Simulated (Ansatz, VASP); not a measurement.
**TiCo2: VASP beside Ansatz**

```
CELL_PARAMETERS angstrom
0.00000 3.35200 3.35200
3.35200 0.00000 3.35200
3.35200 3.35200 0.00000
ATOMIC_POSITIONS crystal
Ti 0.50000 0.50000 0.50000
Ti 0.75000 0.75000 0.75000
Co 0.12500 0.12500 0.12500
Co 0.62500 0.12500 0.12500
Co 0.12500 0.12500 0.62500
Co 0.12500 0.62500 0.12500
```

Alike in both runs: task single point; functional PBEsol; k mesh 10 × 10 × 10; collinear spin.

|  | VASP | Ansatz |
| --- | --- | --- |
| version | VASP 6.6.1 | Ansatz 0.2.0 |
| potentials or method | VASP PAW PBE potentials, release 64 (Ti_sv, Co), cutoff 520 eV | scalar-relativistic, plane waves, PAW |
| occupations | methfessel-paxton of order 1, width 0.3 eV | cold, width 0.3 eV |
| valence electrons in the cell | 60 | 92 |

```tsv
	VASP	Ansatz	Ansatz less VASP
gap on the k mesh at the Fermi level (eV)	none	none	-
pressure (GPa)	-12.6	-11.8	+0.72
net moment per atom (μB)	0.32	0.34	+0.029
size of the moment on the site where the two differ most (μB)	0.65	0.72	+0.072
```

VASP's potentials were made for PBE, not for PBEsol. Site moments also hang on the region over which each program counts them. A gap of «none» marks a metal or a gap that the smearing closes. VASP's potentials hold 60 valence electrons a cell and Ansatz's 92, so a difference there can come from the potentials and not from the codes. Ansatz's warnings: stability check not made.
